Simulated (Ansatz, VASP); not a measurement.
One calculation of AlCo, two programs

```
CELL_PARAMETERS angstrom
2.85000 0.00000 0.00000
0.00000 2.85000 0.00000
0.00000 0.00000 2.85000
ATOMIC_POSITIONS crystal
Co 0.01215 0.01215 0.01215
Al 0.50000 0.50000 0.50000
```

Alike in both runs: task single point; functional HSE06; k mesh 4 × 4 × 4; occupations fermi-dirac, width 0.1 eV; no spin polarisation.

|  | VASP | Ansatz |
| --- | --- | --- |
| version | VASP 6.6.1 | Ansatz 0.2.0 development build |
| potentials or method | VASP PAW PBE potentials, release 64 (Co, Al), cutoff 520 eV | plane waves, all-electron PAW datasets generated for the crystal |

Ansatz gave:

* rms of the force components (eV/Å): 0.246

Task: What did VASP give for the same quantities?

Result: rms of the force components (eV/Å): 0.244.

Atom by atom the forces differ by 0.002 eV/Å (rms over components). Ansatz ran all-electron here, and VASP with PAW potentials. Ansatz's warnings: filled band counts differ across k points.

The k mesh is coarse, so the values compare programs but aren't converged.
